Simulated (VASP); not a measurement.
# Ba (Im-3m) in VASP: a series of runs

Runs on Ba. Level: PBEsol. Tasks: single point.

All numbers are computed with VASP 6.6.1; they aren't measurements. Logs are shortened: lines on timing, memory, paths and dates and some standing lists are left out, and cuts for length are marked.

### Step 1. The cell of the first run

It takes space group Im-3m (No. 229, cubic). Conventional cell: a = 5.013 Å, b = 5.013 Å, c = 5.013 Å, α = 90.00°, β = 90.00°, γ = 90.00°. Within 5.7 Å of Ba (site symmetry m-3m) lie 14 Ba at 4.34 to 5.01 Å.

### Step 2. Single point, PBEsol

Input file INCAR:

```
PREC = Accurate ; ENCUT = 520
EDIFF = 1E-6 ; ISMEAR = -1
SIGMA = 0.1 ; LREAL = False
LASPH = True ; NELM = 100
ALGO = Normal ; ISIF = 2
LWAVE = False ; LCHARG = False
GGA = PS ; NBANDS = 11
```

Input file KPOINTS:

```
Automatic mesh
0
Gamma
  8 8 8
```

Input file POSCAR:

```
Ba
1.0
   -2.5065000000      2.5065000000      2.5065000000
    2.5065000000     -2.5065000000      2.5065000000
    2.5065000000      2.5065000000     -2.5065000000
Ba
1
Direct
    0.0000000000      0.0000000000      0.0000000000
```

Potentials or basis: VASP PAW PBE potentials, release 64 (Ba_sv).

The run is started by

```sh
$ cat potpaw_PBE.64/Ba_sv/POTCAR > POTCAR
$ mpirun -np 1 vasp_std > vasp.out
```

OUTCAR:

```text
PREC = Accurate
   ENCUT = 520
   EDIFF = 1E-6
   ISMEAR = -1
   LREAL = False
   LASPH = True
   NELM = 100
   ISIF = 2
   GGA = PS

 ion  position               nearest neighbor table
   1  0.000  0.000  0.000-

  LATTYP: Found a body centered cubic cell.
 ALAT       =     5.0130000000

  Lattice vectors:

 A1 = (  -2.5065000000,   2.5065000000,   2.5065000000)
 A2 = (   2.5065000000,  -2.5065000000,   2.5065000000)
 A3 = (   2.5065000000,   2.5065000000,  -2.5065000000)

Analysis of symmetry for initial positions (statically):
=====================================================================
 Subroutine PRICEL returns:
 Original cell was already a primitive cell.

 Routine SETGRP: Setting up the symmetry group for a
 body centered cubic supercell.

 Subroutine GETGRP returns: Found 48 space group operations
 (whereof 48 operations were pure point group operations)
 out of a pool of 48 trial point group operations.

The static configuration has the point symmetry O_h .

Analysis of symmetry for dynamics (positions and initial velocities):
=====================================================================
 Subroutine PRICEL returns:
 Original cell was already a primitive cell.

 Routine SETGRP: Setting up the symmetry group for a
 body centered cubic supercell.

 Subroutine GETGRP returns: Found 48 space group operations
 (whereof 48 operations were pure point group operations)
 out of a pool of 48 trial point group operations.

The dynamic configuration has the point symmetry O_h .

 Subroutine INISYM returns: Found 48 space group operations
 (whereof 48 operations are pure point group operations),
 and found     1 'primitive' translations

----------------------------------------------------------------------------------------

                                     Primitive cell

  volume of cell :      62.9888

  direct lattice vectors                    reciprocal lattice vectors
    -2.506500000  2.506500000  2.506500000     0.000000000  0.199481348  0.199481348
     2.506500000 -2.506500000  2.506500000     0.199481348  0.000000000  0.199481348
     2.506500000  2.506500000 -2.506500000     0.199481348  0.199481348  0.000000000

  length of vectors
     4.341385349  4.341385349  4.341385349     0.282109228  0.282109228  0.282109228

  position of ions in fractional coordinates (direct lattice)
     0.000000000  0.000000000  0.000000000

  ion indices of the primitive-cell ions
   primitive index   ion index
                 1           1

----------------------------------------------------------------------------------------

 KPOINTS: Automatic mesh

Automatic generation of k-mesh.
 Grid dimensions read from file:
 generate k-points for:    8    8    8

 Generating k-lattice:

  Cartesian coordinates                     Fractional coordinates (reciprocal lattice)
     0.000000000  0.024935169  0.024935169     0.125000000  0.000000000  0.000000000
     0.024935169  0.000000000  0.024935169     0.000000000  0.125000000  0.000000000
     0.024935169  0.024935169  0.000000000     0.000000000  0.000000000  0.125000000

  Length of vectors
     0.035263654  0.035263654  0.035263654

  Shift w.r.t. Gamma in fractional coordinates (k-lattice)
     0.000000000  0.000000000  0.000000000

 Subroutine IBZKPT returns following result:
 ===========================================

 Found     29 irreducible k-points:

 Following reciprocal coordinates:
            Coordinates               Weight
  0.000000  0.000000  0.000000      1.000000
  0.125000  0.000000  0.000000     12.000000
  0.250000  0.000000  0.000000     12.000000
  0.375000  0.000000  0.000000     12.000000
  0.500000  0.000000  0.000000      6.000000
  0.125000  0.125000  0.000000     24.000000
[... 16 lines left out ...]
 -0.250000  0.250000  0.250000      6.000000
 -0.375000  0.375000  0.250000     24.000000
 [... further k-points ...]
   k-points           NKPTS =     29   k-points in BZ     NKDIM =     29   number of bands    NBANDS=     11
   number of dos      NEDOS =    301   number of ions     NIONS =      1
   total plane-waves  NPLWV =  32768
   dimension x,y,z NGX =    32 NGY =   32 NGZ =   32
   dimension x,y,z NGXF=    64 NGYF=   64 NGZF=   64
   ions per type =               1
   NGX,Y,Z   is equivalent  to a cutoff of  12.25, 12.25, 12.25 a.u.
   NGXF,Y,Z  is equivalent  to a cutoff of  24.51, 24.51, 24.51 a.u.
 SYSTEM =  unknown system
   PREC   = accura    normal or accurate (medium, high low for compatibility)
   ISTART =      0    job   : 0-new  1-cont  2-samecut
   ICHARG =      2    charge: 1-file 2-atom 10-const
   ISPIN  =      1    spin polarized calculation?
   LNONCOLLINEAR =      F non collinear calculations
   LSORBIT =      F    spin-orbit coupling
   LASPH  =      T    aspherical Exc in radial PAW
   ENCUT  =  520.0 eV  38.22 Ry    6.18 a.u.   8.07  8.07  8.07*2*pi/ulx,y,z
   NELM   =    100;   NELMIN=  2; NELMDL= -5     # of ELM steps
   EDIFF  = 0.1E-05   stopping-criterion for ELM
   LREAL  =      F    real-space projection
   EDIFFG = 0.1E-04   stopping-criterion for IOM
   NSW    =      0    number of steps for IOM
   IBRION =     -1    ionic relax: 0-MD 1-quasi-New 2-CG
   NFREE  =      0    steps in history (QN), initial steepest desc. (CG)
   ISIF   =      2    stress and relaxation
   ISYM   =      2    0-nonsym 1-usesym 2-fastsym
   POTIM  = 0.5000    time-step for ionic-motion
   TEBEG  =    0.0;   TEEND  =   0.0 temperature during run
   PSTRESS=    0.0 pullay stress
   NELECT =      10.0000    total number of electrons
   NUPDOWN=      -1.0000    fix difference up-down
   EMIN   =  10.00;   EMAX   =-10.00  energy-range for DOS
   EFERMI =   0.00;   METHOD = LEGACY
   ISMEAR =    -1;   SIGMA  =   0.10  broadening in eV -4-tet -1-fermi 0-gaus
   EFERMI_NEDOS =   21; number of points for ismear=-14 and -15
   IALGO  =     38    algorithm
   IMIX   =      4    mixing-type and parameters
     AMIX     =   0.40;   BMIX     =  1.00
     AMIX_MAG =   1.60;   BMIX_MAG =  1.00
  volume/ion in A,a.u.               =      62.99       425.07
  Fermi-wavevector in a.u.,A,eV,Ry     =   0.886449  1.675146 10.691349  0.785792
  Thomas-Fermi vector in A             =   2.007617
   LORBIT       =      0    0 simple, 1 ext, 2 COOP (PROOUT), +10 PAW based schemes
   GGA     = PS    functional components
   LHFCALC =     F    Hartree Fock is set to
   AEXX    =    0.0000 exact exchange contribution
   IVDW    =     0    specifies the selected vdW correction
   LEPSILON=     F    determine dielectric tensor
   LRPA    =     F    only Hartree local field effects (RPA)
 non-spin polarized calculation
  energy-cutoff  :      520.00
  volume of cell :       62.99
 maximum number of plane-waves:      1724
   NGX = 17   NGY = 17   NGZ = 17

 number of electron      10.0000000 magnetization

 number of electron       9.9999999 magnetization

 Free energy of the ion-electron system (eV)
  ---------------------------------------------------
  ext. energy  EPLUGINS =         0.00000000
  ---------------------------------------------------
  free energy    TOTEN  =        -2.16259036 eV

  energy without entropy =       -2.12168546  energy(sigma->0) =       -2.14213791

 E-fermi :   1.5504     XC(G=0):  -7.5063

 val. band max:        1.4633170066   @ k =  -0.3750   0.5000   0.2500
 cond. band min:       1.6456596479   @ k =   0.2500   0.2500   0.1250
 fundamental gap:      0.1823426413
 Fermi energy:         1.5504464822

 k-point     1 :       0.0000    0.0000    0.0000
  band No.  band energies     occupation
      1     -27.3191      2.00000
      2     -12.2501      2.00000
      3     -12.2501      2.00000
      4     -12.2501      2.00000
      5      -1.2316      2.00000
      6       3.3495      0.00000
      7       3.3495      0.00000
      8       3.3495      0.00000
      9       4.7841      0.00000
     10       4.7841      0.00000
     11       8.4770      0.00000

 k-point     2 :       0.1250    0.0000    0.0000
  band No.  band energies     occupation
      1     -27.3127      2.00000
      2     -12.3230      2.00000
      3     -12.2726      2.00000
      4     -12.2505      2.00000
      5      -0.9436      2.00000
      6       3.1252      0.00000
      7       3.1995      0.00000
      8       3.6477      0.00000
      9       4.4949      0.00000
     10       4.7710      0.00000
     11       8.7819      0.00000

 k-point     3 :       0.2500    0.0000    0.0000
  band No.  band energies     occupation
      1     -27.2973      2.00000
      2     -12.4921      2.00000
      3     -12.3262      2.00000
      4     -12.2516      2.00000
      5      -0.2177      2.00000
      6       2.6878      0.00002
      7       2.6922      0.00002
      8       4.5079      0.00000
      9       4.5299      0.00000
     10       4.8406      0.00000
     11       8.8005      0.00000

 k-point     4 :       0.3750    0.0000    0.0000
  band No.  band energies     occupation
      1     -27.2818      2.00000
      2     -12.6522      2.00000
      3     -12.3787      2.00000
      4     -12.2527      2.00000
      5       0.4592      1.99996
      6       2.3393      0.00075
      7       2.5370      0.00010
      8       4.7620      0.00000
      9       5.1006      0.00000
     10       5.7957      0.00000
     11       7.7700      0.00000

 k-point     5 :       0.5000    0.0000    0.0000
  band No.  band energies     occupation
      1     -27.2753      2.00000
      2     -12.7162      2.00000
      3     -12.4001      2.00000
      4     -12.2532      2.00000
      5       0.6322      1.99979
      6       2.2121      0.00267
      7       2.7953      0.00001
      8       4.7360      0.00000
      9       5.3292      0.00000
     10       6.7804      0.00000
     11       7.1949      0.00000
[... 211 lines left out ...]
 k-point    21 :      -0.3750   -0.3750    0.1250
  band No.  band energies     occupation
      1     -27.2633      2.00000
      2     -12.5874      2.00000
      3     -12.5874      2.00000
      4     -12.3406      2.00000
      5       1.8184      0.12837
      6       1.8184      0.12837
      7       2.0333      0.01586
      8       4.8840      0.00000
      9       4.8840      0.00000
     10       6.5998      0.00000
     11       8.1025      0.00000

 k-point    22 :       0.2500    0.2500    0.2500
  band No.  band energies     occupation
      1     -27.2725      2.00000
      2     -12.4844      2.00000
      3     -12.4844      2.00000
      4     -12.4844      2.00000
      5       2.0547      0.01283
      6       2.0547      0.01283
      7       2.0547      0.01283
      8       5.2721      0.00000
      9       5.4296      0.00000
     10       5.4296      0.00000
     11       8.3398      0.00000

 k-point    23 :      -0.2500    0.2500    0.2500
  band No.  band energies     occupation
      1     -27.2783      2.00000
      2     -12.5012      2.00000
      3     -12.4087      2.00000
      4     -12.4087      2.00000
      5       0.6289      1.99980
      6       2.2958      0.00116
      7       3.3973      0.00000
      8       3.3973      0.00000
      9       4.4722      0.00000
     10       5.1623      0.00000
     11       8.5207      0.00000

 k-point    24 :      -0.3750    0.3750    0.2500
  band No.  band energies     occupation
      1     -27.2648      2.00000
      2     -12.5974      2.00000
      3     -12.4654      2.00000
      4     -12.4228      2.00000
      5       1.1876      1.94825
      6       1.7749      0.19167
      7       3.4020      0.00000
      8       3.6272      0.00000
      9       5.0729      0.00000
     10       5.4932      0.00000
     11       8.6738      0.00000

 [... further k-points ...]

------------------------ aborting loop because EDIFF is reached ----------------------------------------

  FORCE on cell =-STRESS in cart. coord.  units (eV):
  Direction    XX          YY          ZZ          XY          YZ          ZX
  --------------------------------------------------------------------------------------
  -------------------------------------------------------------------------------------
  Total       -0.2375656     -0.2375656     -0.2375656     -0.0000000     -0.0000000      0.0000000
  in kB       -6.0427001     -6.0427001     -6.0427001     -0.0000000     -0.0000000      0.0000000
  external PRESSURE =      -6.0427001 kB  Pullay stress =       0.0000000 kB

 VOLUME and BASIS-vectors are now :
 -----------------------------------------------------------------------------
  energy-cutoff  :      520.00
  volume of cell :       62.99
      direct lattice vectors                 reciprocal lattice vectors
    -2.506500000  2.506500000  2.506500000     0.000000000  0.199481348  0.199481348
     2.506500000 -2.506500000  2.506500000     0.199481348  0.000000000  0.199481348
     2.506500000  2.506500000 -2.506500000     0.199481348  0.199481348  0.000000000

 POSITION                                       TOTAL-FORCE (eV/Angst)
 -----------------------------------------------------------------------------------
      0.00000      0.00000      0.00000         0.000000      0.000000      0.000000
 -----------------------------------------------------------------------------------
    total drift:                                0.000000      0.000000     -0.000000

  FREE ENERGIE OF THE ION-ELECTRON SYSTEM (eV)
  ---------------------------------------------------
  free  energy   TOTEN  =        -2.1625903614 eV

  energy  without entropy=       -2.1216854640  energy(sigma->0) =       -2.14213791
```

Run time: 28 s. Hardware: 1 thread of AMD EPYC 7R13, shared host; peak memory 0.15 GiB.

What came out:

| Item | Value |
| --- | --- |
| Free energy | -2.1626 eV |
| Pressure | -0.6 GPa |
| Band gap on the k mesh | zero (bands 5 and 6 overlap by 1.06 eV) |

Levels at points of the mesh, in eV from the Fermi level:
| k point | band 3 | band 4 | band 5 | band 6 | band 7 | band 8 |
| --- | --- | --- | --- | --- | --- | --- |
| (0.00, 0.00, 0.00) | -13.80 | -13.80 | -2.78 | 1.80 | 1.80 | 1.80 |
| (0.50, 0.00, 0.00) | -13.95 | -13.80 | -0.92 | 0.66 | 1.24 | 3.19 |
| (0.50, 0.50, 0.50) | -14.12 | -14.12 | -0.55 | -0.55 | 4.32 | 4.32 |

Caveat: the PAW data sets were made with another functional, which shifts forces and pressure a little; spin-orbit coupling is left out, which moves the levels of the heavy elements.

### Step 3. Single point, PBEsol

Input file INCAR:

```
SYSTEM = Ba
PREC = Accurate
ENCUT = 520
EDIFF = 1E-6
ISMEAR = -1
SIGMA = 0.1
LREAL = .False.
LASPH = .True.
NELM = 60
ALGO = Normal
ISIF = 2
LWAVE = .False.
LCHARG = .False.
GGA = PS
NBANDS = 11
```

Input file KPOINTS:

```
regular mesh
0
Gamma
  8 8 8
  0 0 0
```

POSCAR is that of step 2.

Potentials or basis: VASP PAW PBE potentials, release 64 (Ba_sv).

The run is started by

```sh
$ cat potpaw_PBE.64/Ba_sv/POTCAR > POTCAR
$ mpirun -np 1 vasp_std > vasp.out
```

OUTCAR:

```text
SYSTEM = Ba
   PREC = Accurate
   ENCUT = 520
   EDIFF = 1E-6
   ISMEAR = -1
   LREAL = .False.
   LASPH = .True.
   NELM = 60
   ISIF = 2
   GGA = PS

 ion  position               nearest neighbor table
   1  0.000  0.000  0.000-

  LATTYP: Found a body centered cubic cell.
 ALAT       =     5.0130000000

  Lattice vectors:

 A1 = (  -2.5065000000,   2.5065000000,   2.5065000000)
 A2 = (   2.5065000000,  -2.5065000000,   2.5065000000)
[... 516 lines left out ...]
     11       8.6738      0.00000

 [... further k-points ...]

------------------------ aborting loop because EDIFF is reached ----------------------------------------

  FORCE on cell =-STRESS in cart. coord.  units (eV):
  Direction    XX          YY          ZZ          XY          YZ          ZX
  --------------------------------------------------------------------------------------
  -------------------------------------------------------------------------------------
  Total       -0.2375656     -0.2375656     -0.2375656     -0.0000000     -0.0000000      0.0000000
  in kB       -6.0427001     -6.0427001     -6.0427001     -0.0000000     -0.0000000      0.0000000
  external PRESSURE =      -6.0427001 kB  Pullay stress =       0.0000000 kB

 VOLUME and BASIS-vectors are now :
 -----------------------------------------------------------------------------
  energy-cutoff  :      520.00
  volume of cell :       62.99
      direct lattice vectors                 reciprocal lattice vectors
    -2.506500000  2.506500000  2.506500000     0.000000000  0.199481348  0.199481348
     2.506500000 -2.506500000  2.506500000     0.199481348  0.000000000  0.199481348
     2.506500000  2.506500000 -2.506500000     0.199481348  0.199481348  0.000000000

 POSITION                                       TOTAL-FORCE (eV/Angst)
 -----------------------------------------------------------------------------------
      0.00000      0.00000      0.00000         0.000000      0.000000      0.000000
 -----------------------------------------------------------------------------------
    total drift:                                0.000000      0.000000     -0.000000

  FREE ENERGIE OF THE ION-ELECTRON SYSTEM (eV)
  ---------------------------------------------------
  free  energy   TOTEN  =        -2.1625903614 eV

  energy  without entropy=       -2.1216854640  energy(sigma->0) =       -2.14213791
```

OSZICAR:

```text
N       E                     dE             d eps       ncg     rms          rms(c)
DAV:   1     0.554820213264E+02    0.55482E+02   -0.43412E+03   638   0.757E+02
DAV:   2     0.430436083015E+00   -0.55052E+02   -0.53893E+02   805   0.136E+02
DAV:   3    -0.208535717788E+01   -0.25158E+01   -0.25009E+01   826   0.311E+01
DAV:   4    -0.216112258594E+01   -0.75765E-01   -0.75635E-01   865   0.474E+00
DAV:   5    -0.216334273842E+01   -0.22202E-02   -0.22154E-02   817   0.648E-01    0.159E+00
DAV:   6    -0.216274752104E+01    0.59522E-03   -0.40868E-03   797   0.540E-01    0.934E-01
DAV:   7    -0.216248794781E+01    0.25957E-03   -0.52056E-03   760   0.698E-01    0.429E-02
DAV:   8    -0.216258432916E+01   -0.96381E-04   -0.29128E-04  1005   0.941E-02    0.293E-02
DAV:   9    -0.216258987905E+01   -0.55499E-05   -0.44142E-06   755   0.211E-02    0.415E-03
DAV:  10    -0.216259036144E+01   -0.48239E-06   -0.22918E-06   723   0.941E-03
   1 F= -.21625904E+01 E0= -.21421379E+01  d E =-.409049E-01
```

stdout:

```text
POSCAR found type information on POSCAR Ba
 POSCAR found :  1 types and       1 ions
 scaLAPACK will be used
 -----------------------------------------------------------------------------
|                                                                             |
|                                                                             |
|     You enforced a specific xc type in the INCAR file but a different       |
|     I HOPE YOU KNOW WHAT YOU ARE DOING!                                     |
|                                                                             |
 -----------------------------------------------------------------------------

 LDA part: xc-table for (Slater+PW92), standard interpolation
 POSCAR, INCAR and KPOINTS ok, starting setup
 FFT: planning ... GRIDC
 FFT: planning ... GRID_SOFT
 FFT: planning ... GRID
 WAVECAR not read
 entering main loop
```

It took 27 s on 1 thread of AMD EPYC 7R13, shared host; peak memory 0.15 GiB.

Results:

| Quantity | Value |
| --- | --- |
| Free energy | -2.1626 eV |
| Pressure | -0.6 GPa |
| Band gap on the k mesh | zero (bands 5 and 6 overlap by 1.06 eV) |

Levels at points of the mesh, in eV from the Fermi level:
```
           k point  band 2  band 3  band 4  band 5  band 6  band 7  band 8  band 9
(0.00, 0.00, 0.00)  -13.80  -13.80  -13.80   -2.78    1.80    1.80    1.80    3.23
(0.50, 0.00, 0.00)  -14.27  -13.95  -13.80   -0.92    0.66    1.24    3.19    3.78
(0.50, 0.50, 0.50)  -14.12  -14.12  -14.12   -0.55   -0.55    4.32    4.32    4.32
```

Caveat: the PAW data sets were made with another functional, which shifts forces and pressure a little; spin-orbit coupling is left out, which moves the levels of the heavy elements.
